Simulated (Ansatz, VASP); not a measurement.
**Sr: VASP beside Ansatz**

Contents of INCAR:

```
  PREC = Accurate
  ENCUT = 520
  EDIFF = 1E-7
  ISMEAR = -1
  SIGMA = 0.05
  LREAL = F
  LASPH = T
  NELM = 60
  ALGO = Normal
  ISIF = 2
  LWAVE = F
  LCHARG = F
  GGA = CA
  NBANDS = 11
```

KPOINTS

```
Automatic mesh
0
Gamma
  10 10 10
```

POSCAR

```
Sr
1.0
    3.2360756580      0.0000000000      0.0000000000
    0.0000000000      3.2360756580      0.0000000000
    0.0000000000      0.0000000000      3.2360756580
Sr
1
Direct
    0.0000000000      0.0000000000      0.0000000000
```

Input for Ansatz:

```yaml
crystal:
  lattice:
    - [3.236075658, 0.0, 0.0]
    - [0.0, 3.236075658, 0.0]
    - [0.0, 0.0, 3.236075658]
  atoms:
    - { symbol: Sr, position: [0.0, 0.0, 0.0] }
kpoints:
  mp_grid: { grid: [10, 10, 10] }
scf:
  occupations: { method: fermi_dirac, width: 0.05 }
hamiltonian:
  xc: lda
  pseudopotentials: { kind: paw }
output:
  forces: true
  stress: true
  eigenvalues: true
  populations: true
  write_density: true
  write_potential: true
  elf: true
  volumetric_format: npy
```

Change from the starting cell: volume scaled by 0.7, PAW files.

Alike in both runs: task single point; functional LDA; k mesh 10 × 10 × 10; occupations fermi-dirac, width 0.05 eV; no spin polarisation.

|  | VASP | Ansatz |
| --- | --- | --- |
| version | VASP 6.6.1 | Ansatz 0.2.0 |
| potentials or method | VASP PAW LDA potentials, release 64 (Sr_sv) | PAW with Ansatz's default frozen-core files, scalar-relativistic |
| plane-wave cutoff (eV) | 520 | 420 |
| valence electrons in the cell | 10 | 10 |

Ansatz gave:

* pressure (GPa): 6.3

Problem. Which values does VASP return?

Solution. Pressure (GPa): 6.4.

LDA's correlation is that of Perdew and Zunger in VASP and of Perdew and Wang (1992) in Ansatz.
